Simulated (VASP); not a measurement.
Crystal: Ta.

```
Ta
1.0
    -1.62648    1.62648    1.62648
     1.62648   -1.62648    1.62648
     1.62648    1.62648   -1.62648
Ta
1
Direct
  0.00000 0.00000 0.00000
```

Base run:

```yaml
Program: VASP 6.6.1
Functional: LDA
Potentials_or_basis: VASP PAW LDA potentials, release 64 (Ta_pv)
Cutoff: 520 eV
k_mesh: 11 × 11 × 11
Occupations: fermi-dirac, width 0.05 eV
Spin: no spin polarisation
```

Its results: pressure 0.9 GPa.

**Question.** The run is repeated on the same cell with these changes: potentials or basis from VASP PAW LDA potentials, release 64 (Ta_pv) to VASP PAW LDA potentials, release 64 (Ta_sv_GW); cutoff from 520 eV to 500 eV; valence electrons from 11 to 13. What comes out?

**Answer.** Pressure -0.7 GPa.
